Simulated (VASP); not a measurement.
A run of VASP 6.6.1 is set up as follows.

POSCAR

```
Sb
1.0
    2.1542000000      1.2437279499      3.7580000000
   -2.1542000000      1.2437279499      3.7580000000
    0.0000000000     -2.4874558998      3.7580000000
Sb
2
Direct
    0.7665100000      0.7665100000      0.7665100000
    0.2334900000      0.2334900000      0.2334900000
```

Contents of INCAR.step1:

```
SYSTEM = Sb
  ALGO = Normal
  EDIFF = 1E-5
  ENCUT = 400
  GGA = PE
  GGA_COMPAT = .FALSE.
  ISIF = 2
  ISMEAR = -1
  LASPH = .TRUE.
  LCHARG = .FALSE.
  LREAL = .FALSE.
  LWAVE = .TRUE.
  NBANDS = 22
  NELM = 120
  PREC = Accurate
  SIGMA = 0.05
```

Contents of INCAR.step2:

```
SYSTEM = Sb
  AEXX = 0.2
  AGGAC = 0.81
  AGGAX = 0.72
  ALDAC = 0.19
  ALGO = Normal
  EDIFF = 1E-6
  ENCUT = 400
  GGA = B3
  GGA_COMPAT = .FALSE.
  ISIF = 2
  ISMEAR = -1
  ISTART = 1
  LASPH = .TRUE.
  LCHARG = .FALSE.
  LHFCALC = .TRUE.
  LREAL = .FALSE.
  LWAVE = .FALSE.
  NBANDS = 22
  NELM = 120
  PREC = Accurate
  PRECFOCK = Normal
  SIGMA = 0.05
```

The input KPOINTS:

```
k-points
0
G
  4 4 4
  0 0 0
```

Potentials or basis: VASP PAW PBE potentials, release 64 (Sb_d_GW).

The run is started by

```sh
$ cat potpaw_PBE.64/Sb_d_GW/POTCAR > POTCAR
$ cp INCAR.step1 INCAR
$ mpirun -np 1 vasp_std > vasp.out
$ cp INCAR.step2 INCAR
$ mpirun -np 1 vasp_std > vasp.out
```

Question: Predict the largest force.

Answer: 0.357 eV/Å.

Question: Predict the band gap on the k mesh.

Answer: 0.81 eV (least direct gap 0.96 eV).

Stress tensor (GPa, compression positive):
```
4.56 0.00 0.00
0.00 4.56 0.00
0.00 0.00 3.90
```

Caveat: the k points lie up to 0.44 Å⁻¹ apart; the PAW data sets were made with another functional, which shifts forces and pressure a little; spin-orbit coupling is left out, which moves the levels of the heavy elements. A k mesh can miss the band edges.
